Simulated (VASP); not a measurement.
Input of a VASP 6.6.1 run:

Contents of POSCAR:

```
ZrC
1.0
    0.0000000000      2.3555587695      2.3555587695
    2.3555587695      0.0000000000      2.3555587695
    2.3555587695      2.3555587695      0.0000000000
Zr C
1 1
Direct
    0.5000000000      0.5000000000      0.5000000000
    0.0000000000      0.0000000000      0.0000000000
```

File INCAR.step1:

```
SYSTEM = ZrC
PREC     = Accurate       ! precision mode
ENCUT    = 660            ! plane-wave cutoff, eV
ISMEAR   = 0              ! smearing method
SIGMA    = 0.05           ! smearing width, eV
LREAL    = .False.        ! projectors in reciprocal space
LASPH    = .True.         ! aspherical terms in the spheres
NELM     = 120            ! most SCF steps
NBANDS   = 15             ! bands
GGA      = PE             ! functional
ALGO     = Normal         ! electronic algorithm
EDIFF    = 1E-5           ! SCF threshold, eV
LWAVE    = .True.         ! write WAVECAR
LCHARG   = .False.        ! write CHGCAR
GGA_COMPAT= .False.
```

File INCAR.step2:

```
SYSTEM = ZrC
PREC     = Accurate       ! precision mode
ENCUT    = 660            ! plane-wave cutoff, eV
EDIFF    = 1E-6           ! SCF threshold, eV
ISMEAR   = 0              ! smearing method
SIGMA    = 0.05           ! smearing width, eV
LREAL    = .False.        ! projectors in reciprocal space
LASPH    = .True.         ! aspherical terms in the spheres
NELM     = 120            ! most SCF steps
ALGO     = Normal         ! electronic algorithm
ISIF     = 2              ! what is computed and relaxed
LWAVE    = .False.        ! write WAVECAR
LCHARG   = .False.        ! write CHGCAR
METAGGA  = R2SCAN         ! meta-GGA
LMIXTAU  = .True.       
NBANDS   = 15             ! bands
ISTART   = 1            
GGA_COMPAT= .False.
```

The input KPOINTS:

```
Automatic mesh
0
Gamma
  8 8 8
  0 0 0
```

Potentials or basis: VASP PAW PBE potentials, release 64 (Zr_sv, C).

Command:

```sh
$ cat potpaw_PBE.64/Zr_sv/POTCAR potpaw_PBE.64/C/POTCAR > POTCAR
$ cp INCAR.step1 INCAR
$ mpirun -np 1 vasp_std > vasp.out
$ cp INCAR.step2 INCAR
$ mpirun -np 1 vasp_std > vasp.out
```

Question: Predict the band gap on the k mesh.

Answer: Zero (bands 8 and 9 overlap by 1.32 eV).

Question: Estimate the pressure.

Answer: 0.1 GPa.

Caveat: the PAW data sets were made with another functional, which shifts forces and pressure a little.
